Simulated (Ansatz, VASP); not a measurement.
**SrCl in VASP and in Ansatz**

```
CELL_PARAMETERS angstrom
0.00000 3.43984 3.43984
3.43984 0.00000 3.43984
3.43984 3.43984 0.00000
ATOMIC_POSITIONS crystal
Sr 0.00000 0.00000 0.00000
Cl 0.25000 0.25000 0.25000
```

Change from the starting cell: species swapped into the HgS type (F-43m, No. 216).

Alike in both runs: functional PBE; k mesh 6 × 6 × 6; occupations gaussian, width 0.1 eV; no spin polarisation.

Ansatz relaxed the structure, and its values are those at the end. VASP's run is a single point on that final structure, the one shown.

```csv
,VASP,Ansatz
version,VASP 6.6.1,Ansatz 0.2.0
potentials or method,"VASP PAW PBE potentials, release 64 (Sr_sv, Cl), cutoff 520 eV","scalar-relativistic, plane waves, PAW"
valence electrons in the cell,17,17
```

```csv
,VASP,Ansatz,Ansatz less VASP
gap on the k mesh at the Fermi level (eV),none,none,-
pressure (GPa),0.0,-0.1,-0.06
```

A gap of «none» marks a metal or a gap that the smearing closes. With one functional, cell and mesh, what is left measures potentials, basis and numerics.
